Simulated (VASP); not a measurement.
# TlBiO4 (R-3m) in VASP: single point with PBE

Aim: the single point of TlBiO4 with PBE.

Program: VASP 6.6.1. These are calculated values, not measurements. Logs are shortened: lines on timing, memory, paths and dates and some standing lists are left out, and cuts for length are marked.

## Step 1: The cell of the first run

The structure is trigonal, space group R-3m (No. 166). Conventional cell: a = 3.872 Å, b = 3.872 Å, c = 18.407 Å, α = 90.00°, β = 90.00°, γ = 120.00°. Tl (site symmetry -3m) has 8 O at 2.40 to 2.48 Å within 3.2 Å. Bi (site symmetry -3m) has 8 O at 2.18 to 2.31 Å within 2.9 Å. Within 3.1 Å of O (site symmetry 3m) lie 3 Bi at 2.31 Å and 1 Tl at 2.48 Å and 6 O at 2.53 to 2.75 Å. Within 2.9 Å of O (site symmetry 3m) lie 1 Bi at 2.18 Å and 3 Tl at 2.40 Å and 6 O at 2.75 to 2.85 Å.

The cell was built from a structure type or drawn by symmetry, and may not be a known phase.

## Step 2: Single point, PBE

File INCAR:

```
ALGO     = Normal         # electronic algorithm
EDIFF    = 1E-7           # SCF threshold, eV
ENCUT    = 520            # plane-wave cutoff, eV
GGA      = PE             # functional
ISIF     = 2              # what is computed and relaxed
ISMEAR   = 0              # smearing method
LASPH    = True           # aspherical terms in the spheres
LCHARG   = False          # write CHGCAR
LREAL    = False          # projectors in reciprocal space
LWAVE    = False          # write WAVECAR
NBANDS   = 35             # bands
NELM     = 60             # most SCF steps
PREC     = Accurate       # precision mode
SIGMA    = 0.1            # smearing width, eV
```

File KPOINTS:

```
k-points
0
Gamma
  12 12 12
```

File POSCAR:

```
TlBiO4
1.0
    1.9358871448      1.1176849641      6.1357930839
   -1.9358871448      1.1176849641      6.1357930839
    0.0000000000     -2.2353699283      6.1357930839
Tl Bi O
1 1 4
Direct
    0.5000000000      0.5000000000      0.5000000000
    0.0000000000      0.0000000000      0.0000000000
    0.3652871948      0.3652871948      0.3652871948
    0.8814586509      0.8814586509      0.8814586509
    0.1185413491      0.1185413491      0.1185413491
    0.6347128052      0.6347128052      0.6347128052
```

Potentials or basis: VASP PAW PBE potentials, release 64 (Tl_d, Bi_d, O).

On the command line:

```console
$ cat potpaw_PBE.64/Tl_d/POTCAR potpaw_PBE.64/Bi_d/POTCAR potpaw_PBE.64/O/POTCAR > POTCAR
$ mpirun -np 1 vasp_std > vasp.out
```

OUTCAR:

```text
EDIFF = 1E-7
   ENCUT = 520
   GGA = PE
   ISIF = 2
   ISMEAR = 0
   LASPH = True
   LREAL = False
   NELM = 60
   PREC = Accurate

 ion  position               nearest neighbor table
   1  0.500  0.500  0.500-   5 2.40   4 2.40   5 2.40   5 2.40   4 2.40   4 2.40   6 2.48   3 2.48
                             2 3.80   2 3.80   2 3.80   2 3.80   2 3.80   2 3.80
   2  0.000  0.000  0.000-   4 2.18   5 2.18   6 2.31   3 2.31   6 2.31   6 2.31   3 2.31   3 2.31
                             1 3.80   1 3.80   1 3.80   1 3.80   1 3.80   1 3.80
   3  0.365  0.365  0.365-   2 2.31   2 2.31   2 2.31   1 2.48
   4  0.881  0.881  0.881-   2 2.18   1 2.40   1 2.40   1 2.40
   5  0.119  0.119  0.119-   2 2.18   1 2.40   1 2.40   1 2.40
   6  0.635  0.635  0.635-   2 2.31   2 2.31   2 2.31   1 2.48

  LATTYP: Found a trigonal (rhomboedric) cell.
 ALAT       =     6.5303013319
 COS(alpha) =     0.8242385511

  Lattice vectors:

 A1 = (   1.9358871448,   1.1176849641,   6.1357930839)
 A2 = (  -1.9358871448,   1.1176849641,   6.1357930839)
 A3 = (   0.0000000000,  -2.2353699283,   6.1357930839)

Analysis of symmetry for initial positions (statically):
=====================================================================
 Subroutine PRICEL returns:
 Original cell was already a primitive cell.

 Routine SETGRP: Setting up the symmetry group for a
 trigonal (rhombohedral) supercell.

 Subroutine GETGRP returns: Found 12 space group operations
 (whereof 12 operations were pure point group operations)
 out of a pool of 12 trial point group operations.

The static configuration has the point symmetry D_3d.

Analysis of symmetry for dynamics (positions and initial velocities):
=====================================================================
 Subroutine PRICEL returns:
 Original cell was already a primitive cell.

 Routine SETGRP: Setting up the symmetry group for a
 trigonal (rhombohedral) supercell.

 Subroutine GETGRP returns: Found 12 space group operations
 (whereof 12 operations were pure point group operations)
 out of a pool of 12 trial point group operations.

The dynamic configuration has the point symmetry D_3d.

 Subroutine INISYM returns: Found 12 space group operations
 (whereof 12 operations are pure point group operations),
 and found     1 'primitive' translations

----------------------------------------------------------------------------------------

[... 103 lines left out ...]
   NSW    =      0    number of steps for IOM
   IBRION =     -1    ionic relax: 0-MD 1-quasi-New 2-CG
   NFREE  =      0    steps in history (QN), initial steepest desc. (CG)
   ISIF   =      2    stress and relaxation
   ISYM   =      2    0-nonsym 1-usesym 2-fastsym
   POTIM  = 0.5000    time-step for ionic-motion
   TEBEG  =    0.0;   TEEND  =   0.0 temperature during run
   PSTRESS=    0.0 pullay stress
   NELECT =      52.0000    total number of electrons
   NUPDOWN=      -1.0000    fix difference up-down
   EMIN   =  10.00;   EMAX   =-10.00  energy-range for DOS
   EFERMI =   0.00;   METHOD = LEGACY
   ISMEAR =     0;   SIGMA  =   0.10  broadening in eV -4-tet -1-fermi 0-gaus
   EFERMI_NEDOS =   21; number of points for ismear=-14 and -15
   IALGO  =     38    algorithm
   IMIX   =      4    mixing-type and parameters
     AMIX     =   0.40;   BMIX     =  1.00
     AMIX_MAG =   1.60;   BMIX_MAG =  1.00
  volume/ion in A,a.u.               =      13.28        89.59
  Fermi-wavevector in a.u.,A,eV,Ry     =   1.420154  2.683702 27.440743  2.016838
  Thomas-Fermi vector in A             =   2.541099
   LORBIT       =      0    0 simple, 1 ext, 2 COOP (PROOUT), +10 PAW based schemes
   GGA     = PE    functional components
   LHFCALC =     F    Hartree Fock is set to
   AEXX    =    0.0000 exact exchange contribution
   IVDW    =     0    specifies the selected vdW correction
   LEPSILON=     F    determine dielectric tensor
   LRPA    =     F    only Hartree local field effects (RPA)
 non-spin polarized calculation
 Gauss-broadening in eV      SIGMA  =   0.10
  energy-cutoff  :      520.00
  volume of cell :       79.66
 maximum number of plane-waves:      2167
 NGX is ok and might be reduce to    50
   NGX = 25   NGY = 25   NGZ = 25

 number of electron      52.0000003 magnetization

 Free energy of the ion-electron system (eV)
  ---------------------------------------------------
  ext. energy  EPLUGINS =         0.00000000
  ---------------------------------------------------
  free energy    TOTEN  =       -29.62275098 eV

  energy without entropy =      -29.61513549  energy(sigma->0) =      -29.61894323

 E-fermi :   5.4245     XC(G=0): -11.0877

 val. band max:        5.4173235889   @ k =  -0.1667   0.3333   0.0833
 cond. band min:       5.4345733506   @ k =  -0.2500   0.2500   0.0000
 fundamental gap:      0.0172497617
 Fermi energy:         5.4245065175

 k-point     1 :       0.0000    0.0000    0.0000
  band No.  band energies     occupation
      1     -16.9215      2.00000
      2     -16.6690      2.00000
      3     -16.6690      2.00000
      4     -16.5803      2.00000
      5     -16.5803      2.00000
      6     -13.4016      2.00000
[... 901 lines left out ...]
     34      15.6616      0.00000
     35      16.7265      0.00000

 [... further k-points ...]

------------------------ aborting loop because EDIFF is reached ----------------------------------------

  FORCE on cell =-STRESS in cart. coord.  units (eV):
  Direction    XX          YY          ZZ          XY          YZ          ZX
  --------------------------------------------------------------------------------------
  -------------------------------------------------------------------------------------
  Total        0.1017502      0.1017502      0.1750374      0.0000000     -0.0000000      0.0000000
  in kB        2.0465589      2.0465589      3.5206266      0.0000000     -0.0000000      0.0000000
  external PRESSURE =       2.5379148 kB  Pullay stress =       0.0000000 kB

 VOLUME and BASIS-vectors are now :
 -----------------------------------------------------------------------------
  energy-cutoff  :      520.00
  volume of cell :       79.66
      direct lattice vectors                 reciprocal lattice vectors
     1.935887145  1.117684964  6.135793084     0.258279519  0.149117750  0.054326039
    -1.935887145  1.117684964  6.135793084    -0.258279519  0.149117750  0.054326039
     0.000000000 -2.235369928  6.135793084     0.000000000 -0.298235499  0.054326039

 POSITION                                       TOTAL-FORCE (eV/Angst)
 -----------------------------------------------------------------------------------
      0.00000     -0.00000      9.20369         0.000000     -0.000000      0.000000
      0.00000      0.00000      0.00000         0.000000     -0.000000      0.000000
      0.00000     -0.00000      6.72398         0.000000     -0.000000      0.007395
      0.00000     -0.00000     16.22534         0.000000      0.000000     -0.031462
      0.00000     -0.00000      2.18204         0.000000     -0.000000      0.031462
      0.00000     -0.00000     11.68340         0.000000      0.000000     -0.007395
 -----------------------------------------------------------------------------------
    total drift:                               -0.000000      0.000000     -0.000000

  FREE ENERGIE OF THE ION-ELECTRON SYSTEM (eV)
  ---------------------------------------------------
  free  energy   TOTEN  =       -29.6227509805 eV

  energy  without entropy=      -29.6151354863  energy(sigma->0) =      -29.61894323
```

OSZICAR:

```text
N       E                     dE             d eps       ncg     rms          rms(c)
DAV:   1     0.542576783882E+03    0.54258E+03   -0.27286E+04 13257   0.169E+03
DAV:   2     0.231158055982E+02   -0.51946E+03   -0.49260E+03 14641   0.457E+02
DAV:   3    -0.331967176479E+02   -0.56313E+02   -0.54930E+02 15047   0.152E+02
DAV:   4    -0.351191767405E+02   -0.19225E+01   -0.19079E+01 15352   0.293E+01
DAV:   5    -0.351677937025E+02   -0.48617E-01   -0.48590E-01 16636   0.486E+00    0.168E+01
DAV:   6    -0.295723658700E+02    0.55954E+01   -0.16278E+01 18136   0.554E+01    0.124E+01
DAV:   7    -0.296677690467E+02   -0.95403E-01   -0.22058E+00 13872   0.885E+00    0.637E+00
DAV:   8    -0.297611097613E+02   -0.93341E-01   -0.89668E-01 17359   0.616E+00    0.366E+00
DAV:   9    -0.296214168749E+02    0.13969E+00   -0.47299E-01 18681   0.421E+00    0.964E-01
DAV:  10    -0.296222466880E+02   -0.82981E-03   -0.61546E-02 15150   0.165E+00    0.256E-01
DAV:  11    -0.296223040247E+02   -0.57337E-04   -0.31806E-03 15400   0.338E-01    0.156E-01
DAV:  12    -0.296227162029E+02   -0.41218E-03   -0.15152E-03 13698   0.231E-01    0.416E-02
DAV:  13    -0.296227416648E+02   -0.25462E-04   -0.55601E-05 16136   0.597E-02    0.226E-02
DAV:  14    -0.296227498066E+02   -0.81418E-05   -0.19162E-05 13921   0.338E-02    0.719E-03
DAV:  15    -0.296227509892E+02   -0.11826E-05   -0.32712E-06 15524   0.118E-02    0.283E-03
DAV:  16    -0.296227509805E+02    0.87166E-08   -0.27124E-07 12006   0.478E-03
   1 F= -.29622751E+02 E0= -.29618943E+02  d E =-.761549E-02
```

stdout:

```text
POSCAR found type information on POSCAR TlBiO
 POSCAR found :  3 types and       6 ions
 scaLAPACK will be used
 LDA part: xc-table for (Slater+PW92), standard interpolation
 POSCAR, INCAR and KPOINTS ok, starting setup
 FFT: planning ... GRIDC
 FFT: planning ... GRID_SOFT
 FFT: planning ... GRID
 WAVECAR not read
 entering main loop
```

Wall time 33 min (1 thread of Intel Xeon 8259CL, shared host); peak memory 0.69 GiB.

What came out:

```yaml
Free_energy: -29.6228 eV
Pressure: 0.3 GPa
Largest_force: 0.031 eV/Å
Band_gap_on_the_k_mesh: zero (bands 26 and 27 overlap by 0.99 eV)
```

Forces on the atoms (eV/Å):
```
Tl   0.000  0.000  0.000
Bi   0.000  0.000  0.000
O    0.000  0.000  0.007
O    0.000  0.000 -0.031
O    0.000  0.000  0.031
O    0.000  0.000 -0.007
```

Stress tensor (GPa, compression positive):
```
0.20 0.00 0.00
0.00 0.20 0.00
0.00 0.00 0.35
```

Caveat: spin-orbit coupling is left out, which moves the levels of the heavy elements.
